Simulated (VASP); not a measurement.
# C (Fd-3m) in VASP: single point with LDA

Aim: the single point of C with LDA.

Program: VASP 6.6.1. These are calculated values, not measurements. Logs are shortened: lines on timing, memory, paths and dates and some standing lists are left out, and cuts for length are marked.

## 1. The cell of the first run

It takes space group Fd-3m (No. 227, cubic). Conventional cell: a = 3.531 Å, b = 3.531 Å, c = 3.531 Å, α = 90.00°, β = 90.00°, γ = 90.00°. C (site symmetry -43m) has 4 C at 1.53 Å within 2.0 Å.

## 2. Single point, LDA

File INCAR:

```
SYSTEM = C
PREC     = Accurate       ! precision mode
ENCUT    = 1300           ! plane-wave cutoff, eV
EDIFF    = 1E-6           ! SCF threshold, eV
ISMEAR   = 0              ! smearing method
SIGMA    = 0.02           ! smearing width, eV
LREAL    = .False.        ! projectors in reciprocal space
LASPH    = .True.         ! aspherical terms in the spheres
NELM     = 120            ! most SCF steps
ALGO     = Normal         ! electronic algorithm
ISIF     = 2              ! what is computed and relaxed
LWAVE    = .False.        ! write WAVECAR
LCHARG   = .True.         ! write CHGCAR
LELF     = .True.         ! ELF
LVHAR    = .True.       
NBANDS   = 11             ! bands
GGA_COMPAT= .False.
```

File KPOINTS:

```
regular mesh
0
Gamma
  12 12 12
  0 0 0
```

File POSCAR:

```
C
1.0
    0.0000000000      1.7657234643      1.7657234643
    1.7657234643      0.0000000000      1.7657234643
    1.7657234643      1.7657234643      0.0000000000
C
2
Direct
    0.0000000000      0.0000000000      0.0000000000
    0.2500000000      0.2500000000      0.2500000000
```

Potentials or basis: VASP PAW LDA potentials, release 64 (C_h).

Run with:

```sh
$ cat potpaw_LDA.64/C_h/POTCAR > POTCAR
$ mpirun -np 1 vasp_std > vasp.out
```

OUTCAR:

```text
SYSTEM = C
   PREC = Accurate
   ENCUT = 1300
   EDIFF = 1E-6
   ISMEAR = 0
   LREAL = .False.
   LASPH = .True.
   NELM = 120
   ISIF = 2

 ion  position               nearest neighbor table
   1  0.000  0.000  0.000-
   2  0.250  0.250  0.250-

  LATTYP: Found a face centered cubic cell.
 ALAT       =     3.5314469286

  Lattice vectors:

 A1 = (   0.0000000000,   1.7657234643,   1.7657234643)
 A2 = (   1.7657234643,   0.0000000000,   1.7657234643)
 A3 = (   1.7657234643,   1.7657234643,   0.0000000000)

Analysis of symmetry for initial positions (statically):
=====================================================================
 Subroutine PRICEL returns:
 Original cell was already a primitive cell.

 Routine SETGRP: Setting up the symmetry group for a
 face centered cubic supercell.

 Subroutine GETGRP returns: Found 48 space group operations
 (whereof 24 operations were pure point group operations)
 out of a pool of 48 trial point group operations.

The static configuration has the point symmetry T_d .
 The point group associated with its full space group is O_h .

Analysis of symmetry for dynamics (positions and initial velocities):
=====================================================================
 Subroutine PRICEL returns:
 Original cell was already a primitive cell.

 Routine SETGRP: Setting up the symmetry group for a
 face centered cubic supercell.

 Subroutine GETGRP returns: Found 48 space group operations
 (whereof 24 operations were pure point group operations)
 out of a pool of 48 trial point group operations.

The dynamic configuration has the point symmetry T_d .
 The point group associated with its full space group is O_h .

 Subroutine INISYM returns: Found 48 space group operations
 (whereof 24 operations are pure point group operations),
 and found     1 'primitive' translations

----------------------------------------------------------------------------------------

                                     Primitive cell

  volume of cell :      11.0103

  direct lattice vectors                    reciprocal lattice vectors
     0.000000000  1.765723464  1.765723464    -0.283170049  0.283170049  0.283170049
     1.765723464  0.000000000  1.765723464     0.283170049 -0.283170049  0.283170049
     1.765723464  1.765723464  0.000000000     0.283170049  0.283170049 -0.283170049

  length of vectors
     2.497110071  2.497110071  2.497110071     0.490464912  0.490464912  0.490464912

  position of ions in fractional coordinates (direct lattice)
     0.000000000  0.000000000  0.000000000
     0.250000000  0.250000000  0.250000000

  ion indices of the primitive-cell ions
   primitive index   ion index
                 1           1
                 2           2

----------------------------------------------------------------------------------------

 KPOINTS: regular mesh

Automatic generation of k-mesh.
 Grid dimensions read from file:
 generate k-points for:   12   12   12

 Generating k-lattice:

  Cartesian coordinates                     Fractional coordinates (reciprocal lattice)
    -0.023597504  0.023597504  0.023597504     0.083333333  0.000000000  0.000000000
     0.023597504 -0.023597504  0.023597504     0.000000000  0.083333333  0.000000000
     0.023597504  0.023597504 -0.023597504     0.000000000  0.000000000  0.083333333

  Length of vectors
     0.040872076  0.040872076  0.040872076

  Shift w.r.t. Gamma in fractional coordinates (k-lattice)
     0.000000000  0.000000000  0.000000000

 Subroutine IBZKPT returns following result:
 ===========================================

 Found     72 irreducible k-points:

 Following reciprocal coordinates:
            Coordinates               Weight
  0.000000  0.000000  0.000000      1.000000
  0.083333  0.000000  0.000000      8.000000
  0.166667  0.000000  0.000000      8.000000
  0.250000  0.000000  0.000000      8.000000
  0.333333  0.000000  0.000000      8.000000
  0.416667  0.000000  0.000000      8.000000
[... 16 lines left out ...]
  0.500000  0.166667  0.000000     24.000000
 -0.416667  0.166667  0.000000     24.000000
 [... further k-points ...]
   k-points           NKPTS =     72   k-points in BZ     NKDIM =     72   number of bands    NBANDS=     11
   number of dos      NEDOS =    301   number of ions     NIONS =      2
   total plane-waves  NPLWV =  27000
   dimension x,y,z NGX =    30 NGY =   30 NGZ =   30
   dimension x,y,z NGXF=    60 NGYF=   60 NGZF=   60
   ions per type =               2
   NGX,Y,Z   is equivalent  to a cutoff of  19.97, 19.97, 19.97 a.u.
   NGXF,Y,Z  is equivalent  to a cutoff of  39.95, 39.95, 39.95 a.u.
 SYSTEM =  C
   PREC   = accura    normal or accurate (medium, high low for compatibility)
   ISTART =      0    job   : 0-new  1-cont  2-samecut
   ICHARG =      2    charge: 1-file 2-atom 10-const
   ISPIN  =      1    spin polarized calculation?
   LNONCOLLINEAR =      F non collinear calculations
   LSORBIT =      F    spin-orbit coupling
   LASPH  =      T    aspherical Exc in radial PAW
   ENCUT  = 1300.0 eV  95.55 Ry    9.77 a.u.   7.34  7.34  7.34*2*pi/ulx,y,z
   NELM   =    120;   NELMIN=  2; NELMDL= -5     # of ELM steps
   EDIFF  = 0.1E-05   stopping-criterion for ELM
   LREAL  =      F    real-space projection
[... 7 lines left out ...]
   TEBEG  =    0.0;   TEEND  =   0.0 temperature during run
   PSTRESS=    0.0 pullay stress
   NELECT =       8.0000    total number of electrons
   NUPDOWN=      -1.0000    fix difference up-down
   EMIN   =  10.00;   EMAX   =-10.00  energy-range for DOS
   EFERMI =   0.00;   METHOD = LEGACY
   ISMEAR =     0;   SIGMA  =   0.02  broadening in eV -4-tet -1-fermi 0-gaus
   EFERMI_NEDOS =   21; number of points for ismear=-14 and -15
   IALGO  =     38    algorithm
   IMIX   =      4    mixing-type and parameters
     AMIX     =   0.40;   BMIX     =  1.00
     AMIX_MAG =   1.60;   BMIX_MAG =  1.00
  volume/ion in A,a.u.               =       5.51        37.15
  Fermi-wavevector in a.u.,A,eV,Ry     =   1.471766  2.781235 29.471519  2.166096
  Thomas-Fermi vector in A             =   2.586862
   LORBIT       =      0    0 simple, 1 ext, 2 COOP (PROOUT), +10 PAW based schemes
   GGA     = CA    functional components
   LHFCALC =     F    Hartree Fock is set to
   AEXX    =    0.0000 exact exchange contribution
   IVDW    =     0    specifies the selected vdW correction
   LEPSILON=     F    determine dielectric tensor
   LRPA    =     F    only Hartree local field effects (RPA)
 non-spin polarized calculation
 Gauss-broadening in eV      SIGMA  =   0.02
  energy-cutoff  :     1300.00
  volume of cell :       11.01
 maximum number of plane-waves:      1211
 NGX is ok and might be reduce to    30
   NGX = 15   NGY = 15   NGZ = 15

 number of electron       8.0000000 magnetization

 Free energy of the ion-electron system (eV)
  ---------------------------------------------------
  ext. energy  EPLUGINS =         0.00000000
  ---------------------------------------------------
  free energy    TOTEN  =       -20.26744846 eV

  energy without entropy =      -20.26744846  energy(sigma->0) =      -20.26744846

 E-fermi :  11.5950     XC(G=0): -13.7985

 val. band max:       11.3416236865   @ k =   0.0000   0.0000   0.0000
 cond. band min:      15.5412711930   @ k =   0.3333   0.3333   0.0000
 fundamental gap:      4.1996475065
 Fermi energy:        11.5949937244

 k-point     1 :       0.0000    0.0000    0.0000
  band No.  band energies     occupation
      1     -10.3797      2.00000
      2      11.3416      2.00000
      3      11.3416      2.00000
      4      11.3416      2.00000
      5      16.9689      0.00000
      6      16.9689      0.00000
      7      16.9689      0.00000
      8      25.5779      0.00000
      9      30.7432      0.00000
     10      38.2970      0.00000
     11      38.2970      0.00000

 k-point     2 :       0.0833    0.0000    0.0000
  band No.  band energies     occupation
      1     -10.1838      2.00000
      2      10.0997      2.00000
      3      11.0089      2.00000
      4      11.0089      2.00000
      5      17.4036      0.00000
      6      17.4036      0.00000
      7      17.7225      0.00000
      8      25.6862      0.00000
      9      31.0548      0.00000
     10      35.9767      0.00000
     11      35.9767      0.00000

 k-point     3 :       0.1667    0.0000    0.0000
  band No.  band energies     occupation
      1      -9.5981      2.00000
      2       7.5384      2.00000
      3      10.2894      2.00000
      4      10.2894      2.00000
      5      18.3430      0.00000
      6      18.3430      0.00000
      7      18.9165      0.00000
      8      25.9918      0.00000
      9      31.7062      0.00000
     10      34.3333      0.00000
     11      34.3333      0.00000

 k-point     4 :       0.2500    0.0000    0.0000
  band No.  band energies     occupation
      1      -8.6301      2.00000
      2       4.6640      2.00000
      3       9.5499      2.00000
      4       9.5499      2.00000
      5      19.2090      0.00000
      6      19.2090      0.00000
      7      19.8115      0.00000
      8      26.4107      0.00000
      9      32.1473      0.00000
     10      33.9072      0.00000
     11      33.9072      0.00000

 k-point     5 :       0.3333    0.0000    0.0000
  band No.  band energies     occupation
      1      -7.2979      2.00000
      2       1.8373      2.00000
      3       8.9644      2.00000
      4       8.9644      2.00000
      5      19.6891      0.00000
      6      19.6891      0.00000
      7      20.3686      0.00000
      8      26.7798      0.00000
      9      32.4272      0.00000
     10      34.7610      0.00000
     11      34.7610      0.00000
[... 211 lines left out ...]
 k-point    21 :       0.3333    0.1667    0.0000
  band No.  band energies     occupation
      1      -7.5444      2.00000
      2       4.0405      2.00000
      3       7.3968      2.00000
      4       7.8956      2.00000
      5      17.4244      0.00000
      6      22.3426      0.00000
      7      22.3970      0.00000
      8      23.2823      0.00000
      9      32.6495      0.00000
     10      33.0992      0.00000
     11      38.6745      0.00000

 k-point    22 :       0.4167    0.1667    0.0000
  band No.  band energies     occupation
      1      -6.1141      2.00000
      2       1.4381      2.00000
      3       7.0275      2.00000
      4       7.1755      2.00000
      5      18.0809      0.00000
      6      22.4659      0.00000
      7      22.8208      0.00000
      8      24.1629      0.00000
      9      32.4631      0.00000
     10      34.1428      0.00000
     11      39.0259      0.00000

 k-point    23 :       0.5000    0.1667    0.0000
  band No.  band energies     occupation
      1      -4.4582      2.00000
      2      -0.8847      2.00000
      3       6.2883      2.00000
      4       7.2680      2.00000
      5      18.4940      0.00000
      6      22.1810      0.00000
      7      23.0065      0.00000
      8      25.7560      0.00000
      9      31.5329      0.00000
     10      35.4478      0.00000
     11      38.1824      0.00000

 k-point    24 :      -0.4167    0.1667    0.0000
  band No.  band energies     occupation
      1      -3.9837      2.00000
      2      -1.4471      2.00000
      3       5.7842      2.00000
      4       7.6591      2.00000
      5      18.9404      0.00000
      6      21.6815      0.00000
      7      22.9898      0.00000
      8      26.9407      0.00000
      9      30.8458      0.00000
     10      35.7338      0.00000
     11      36.1577      0.00000

 [... further k-points ...]
[... 5 lines left out ...]
  --------------------------------------------------------------------------------------
  -------------------------------------------------------------------------------------
  Total        0.0710046      0.0710046      0.0710046      0.0000000     -0.0000000      0.0000000
  in kB       10.3323415     10.3323415     10.3323415      0.0000000     -0.0000000      0.0000000
  external PRESSURE =      10.3323415 kB  Pullay stress =       0.0000000 kB

 VOLUME and BASIS-vectors are now :
 -----------------------------------------------------------------------------
  energy-cutoff  :     1300.00
  volume of cell :       11.01
      direct lattice vectors                 reciprocal lattice vectors
     0.000000000  1.765723464  1.765723464    -0.283170049  0.283170049  0.283170049
     1.765723464  0.000000000  1.765723464     0.283170049 -0.283170049  0.283170049
     1.765723464  1.765723464  0.000000000     0.283170049  0.283170049 -0.283170049

 POSITION                                       TOTAL-FORCE (eV/Angst)
 -----------------------------------------------------------------------------------
      0.00000      0.00000      0.00000        -0.000000     -0.000000     -0.000000
      0.88286      0.88286      0.88286         0.000000      0.000000      0.000000
 -----------------------------------------------------------------------------------
    total drift:                                0.000000     -0.000000     -0.000000

  FREE ENERGIE OF THE ION-ELECTRON SYSTEM (eV)
  ---------------------------------------------------
  free  energy   TOTEN  =       -20.2674484588 eV

  energy  without entropy=      -20.2674484588  energy(sigma->0) =      -20.26744846
```

Run time: 37 s. Hardware: 1 thread of AMD EPYC 7R43 (Zen 3), shared host; peak memory 0.12 GiB.

What came out:

```yaml
Free_energy: -20.2674 eV
Pressure: 1.0 GPa
Band_gap_on_the_k_mesh: 4.20 eV (least direct gap 5.63 eV)
```
